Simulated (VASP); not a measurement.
Input of a VASP 6.6.1 run:

INCAR

```
SYSTEM = Cu
  PREC = Accurate
  ENCUT = 520
  EDIFF = 1E-8
  ISMEAR = -1
  SIGMA = 0.08
  LREAL = .False.
  LASPH = .True.
  NELM = 60
  ALGO = Normal
  ISIF = 2
  LWAVE = .False.
  LCHARG = .False.
  GGA = PS
  LEFG = .True.
  NBANDS = 12
```

The input KPOINTS:

```
Automatic mesh
0
Gamma
  19 19 19
  0 0 0
```

File POSCAR:

```
Cu
1.0
    0.0542250000      1.8346125000      1.8346125000
    1.8346125000      0.0542250000      1.8346125000
    1.8346125000      1.8346125000      0.0542250000
Cu
1
Direct
    0.0000000000      0.0000000000      0.0000000000
```

Potentials or basis: VASP PAW PBE potentials, release 64 (Cu).

The run is started by

```bash
$ cat potpaw_PBE.64/Cu/POTCAR > POTCAR
$ mpirun -np 1 vasp_std > vasp.out
```

(1) What does it give for the pressure?

Results:

(1) -5.4 GPa.

Caveat: the cell differs from its parent crystal (equal xy, yz and zx shear strains of +3 %); without QUAD_EFG the Cq values of the log hold for a quadrupole moment of 1 mb, not for the nuclei; the PAW data sets were made with another functional, which shifts forces and pressure a little.
